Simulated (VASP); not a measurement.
# Na (Fd-3m) in VASP: a series of runs, part 2 of 2

VASP 6.6.1.

## (3) Single point, HSE06

File POSCAR:

```
Na
1.0
    0.0000000000      3.7851578444      3.7851578444
    3.7851578444      0.0000000000      3.7851578444
    3.7851578444      3.7851578444      0.0000000000
Na
2
Direct
    0.1250000000      0.1250000000      0.1250000000
    0.8750000000      0.8750000000      0.8750000000
```

File INCAR.step1:

```
PREC     = Accurate       # precision mode
ENCUT    = 520            # plane-wave cutoff, eV
EDIFF    = 1E-5           # SCF threshold, eV
ISMEAR   = -1             # smearing method
SIGMA    = 0.1            # smearing width, eV
LREAL    = False          # projectors in reciprocal space
LASPH    = True           # aspherical terms in the spheres
NELM     = 60             # most SCF steps
ALGO     = Normal         # electronic algorithm
ISIF     = 2              # what is computed and relaxed
LWAVE    = True           # write WAVECAR
LCHARG   = False          # write CHGCAR
GGA      = PE             # functional
NBANDS   = 14             # bands
```

File INCAR.step2:

```
PREC     = Accurate       # precision mode
ENCUT    = 520            # plane-wave cutoff, eV
EDIFF    = 1E-7           # SCF threshold, eV
ISMEAR   = -1             # smearing method
SIGMA    = 0.1            # smearing width, eV
LREAL    = False          # projectors in reciprocal space
LASPH    = True           # aspherical terms in the spheres
NELM     = 60             # most SCF steps
ALGO     = Normal         # electronic algorithm
ISIF     = 2              # what is computed and relaxed
LWAVE    = False          # write WAVECAR
LCHARG   = False          # write CHGCAR
GGA      = PE             # functional
LHFCALC  = True           # exact exchange
HFSCREEN = 0.2079         # screening, 1/A
PRECFOCK = Normal       
ISTART   = 1            
NBANDS   = 14             # bands
```

File KPOINTS:

```
Automatic mesh
0
Gamma
  4 4 4
```

Potentials or basis: VASP PAW PBE potentials, release 64 (Na_pv).

On the command line:

```console
> cat potpaw_PBE.64/Na_pv/POTCAR > POTCAR
> cp INCAR.step1 INCAR
> mpirun -np 1 vasp_std > vasp.out
> cp INCAR.step2 INCAR
> mpirun -np 1 vasp_std > vasp.out
```

OUTCAR:

```text
PREC = Accurate
   ENCUT = 520
   EDIFF = 1E-7
   ISMEAR = -1
   LREAL = False
   LASPH = True
   NELM = 60
   ISIF = 2
   GGA = PE
   LHFCALC = True
   HFSCREEN = 0.2079
   PRECFOCK = Normal
   ISTART = 1

 ion  position               nearest neighbor table
   1  0.125  0.125  0.125-
   2  0.875  0.875  0.875-

  LATTYP: Found a face centered cubic cell.
 ALAT       =     7.5703156888

  Lattice vectors:

 A1 = (   0.0000000000,   3.7851578444,   3.7851578444)
 A2 = (   3.7851578444,   0.0000000000,   3.7851578444)
 A3 = (   3.7851578444,   3.7851578444,   0.0000000000)

Analysis of symmetry for initial positions (statically):
=====================================================================
 Subroutine PRICEL returns:
 Original cell was already a primitive cell.

 Routine SETGRP: Setting up the symmetry group for a
 face centered cubic supercell.

 Subroutine GETGRP returns: Found 48 space group operations
 (whereof 12 operations were pure point group operations)
 out of a pool of 48 trial point group operations.

The static configuration has the point symmetry D_3d.
 The point group associated with its full space group is O_h .

Analysis of symmetry for dynamics (positions and initial velocities):
=====================================================================
 Subroutine PRICEL returns:
 Original cell was already a primitive cell.

 Routine SETGRP: Setting up the symmetry group for a
 face centered cubic supercell.

 Subroutine GETGRP returns: Found 48 space group operations
 (whereof 12 operations were pure point group operations)
 out of a pool of 48 trial point group operations.

The dynamic configuration has the point symmetry D_3d.
 The point group associated with its full space group is O_h .

[... 111 lines left out ...]
   NKREDY  =     1    reduce k-point grid by
   NKREDZ  =     1    reduce k-point grid by
   AEXX    =    0.2500 exact exchange contribution
   HFSCREEN=    0.2079 screening length (either q_TF or 0.3 A-1)
   HFSCREENC=   0.2079 screening length for correlation (either q_TF or 0.3 A-1)
   ENCUTFOCK=  -1.0 apply spherical cutoff to Coloumb kernel
   IVDW    =     0    specifies the selected vdW correction
   LEPSILON=     F    determine dielectric tensor
   LRPA    =     F    only Hartree local field effects (RPA)
 non-spin polarized calculation
  energy-cutoff  :      520.00
  volume of cell :      108.46
 maximum number of plane-waves:      2954
  NGX = 30; NGY = 30; NGZ = 30

 number of electron      13.9999987 magnetization

 Free energy of the ion-electron system (eV)
  ---------------------------------------------------
  ext. energy  EPLUGINS =         0.00000000
  ---------------------------------------------------
  free energy    TOTEN  =        -2.17735927 eV

  energy without entropy =       -2.15819519  energy(sigma->0) =       -2.16777723

 E-fermi :  -0.4246     XC(G=0):  -4.7631

 val. band max:       -0.5338257087   @ k =   0.5000   0.5000   0.0000
 cond. band min:      -0.0800914443   @ k =  -0.2500   0.5000   0.2500
 fundamental gap:      0.4537342644
 Fermi energy:        -0.4246411349

 k-point     1 :       0.0000    0.0000    0.0000
  band No.  band energies     occupation
      1     -29.0858      2.00000
      2     -29.0858      2.00000
      3     -29.0858      2.00000
      4     -29.0540      2.00000
      5     -29.0540      2.00000
      6     -29.0540      2.00000
      7      -3.6053      2.00000
      8       4.4039      0.00000
      9       4.4039      0.00000
     10       4.4039      0.00000
     11       4.6929      0.00000
     12       4.6929      0.00000
     13       4.6929      0.00000
     14       6.3846      0.00000
[... 105 lines left out ...]
      1     -29.0929      2.00000
      2     -29.0929      2.00000
      3     -29.0704      2.00000
      4     -29.0704      2.00000
      5     -29.0475      2.00000
      6     -29.0475      2.00000
      7      -0.0801      0.06181
      8      -0.0801      0.06181
      9       0.5627      0.00010
     10       0.5627      0.00010
     11       5.3565      0.00000
     12       5.3565      0.00000
     13       5.9159      0.00000
     14       5.9159      0.00000

------------------------ aborting loop because EDIFF is reached ----------------------------------------

  FORCE on cell =-STRESS in cart. coord.  units (eV):
  Direction    XX          YY          ZZ          XY          YZ          ZX
  --------------------------------------------------------------------------------------
  -------------------------------------------------------------------------------------
  Total       -0.0764451     -0.0764451     -0.0764451     -0.0000000      0.0000000     -0.0000000
  in kB       -1.1292191     -1.1292191     -1.1292191     -0.0000000      0.0000000     -0.0000000
  external PRESSURE =      -1.1292191 kB  Pullay stress =       0.0000000 kB

 VOLUME and BASIS-vectors are now :
 -----------------------------------------------------------------------------
  energy-cutoff  :      520.00
  volume of cell :      108.46
      direct lattice vectors                 reciprocal lattice vectors
     0.000000000  3.785157844  3.785157844    -0.132094888  0.132094888  0.132094888
     3.785157844  0.000000000  3.785157844     0.132094888 -0.132094888  0.132094888
     3.785157844  3.785157844  0.000000000     0.132094888  0.132094888 -0.132094888

 POSITION                                       TOTAL-FORCE (eV/Angst)
 -----------------------------------------------------------------------------------
      0.94629      0.94629      0.94629        -0.000000     -0.000000     -0.000000
      6.62403      6.62403      6.62403         0.000000      0.000000      0.000000
 -----------------------------------------------------------------------------------
    total drift:                               -0.000000     -0.000000     -0.000000

  FREE ENERGIE OF THE ION-ELECTRON SYSTEM (eV)
  ---------------------------------------------------
  free  energy   TOTEN  =        -2.1773592736 eV

  energy  without entropy=       -2.1581951865  energy(sigma->0) =       -2.16777723
```

It took 11 min on 1 thread of Intel Xeon Platinum 8488C (Sapphire Rapids), shared host; peak memory 0.33 GiB.

Results:

- Free energy: -2.1774 eV
- Pressure: -0.1 GPa
- Band gap on the k mesh: zero (bands 7 and 8 overlap by 0.87 eV)

Levels at points of the mesh, in eV from the Fermi level:
```
           k point  band 4  band 5  band 6  band 7  band 8  band 9  band 10  band 11
(0.00, 0.00, 0.00)  -28.63  -28.63  -28.63   -3.18    4.83    4.83     4.83     5.12
(0.50, 0.00, 0.00)  -28.63  -28.63  -28.63   -1.09   -0.53    4.07     4.07     4.77
(0.50, 0.50, 0.00)  -28.65  -28.62  -28.62   -0.11   -0.11    2.49     2.49     3.12
```

Caveat: the PAW data sets were made with another functional, which shifts forces and pressure a little.
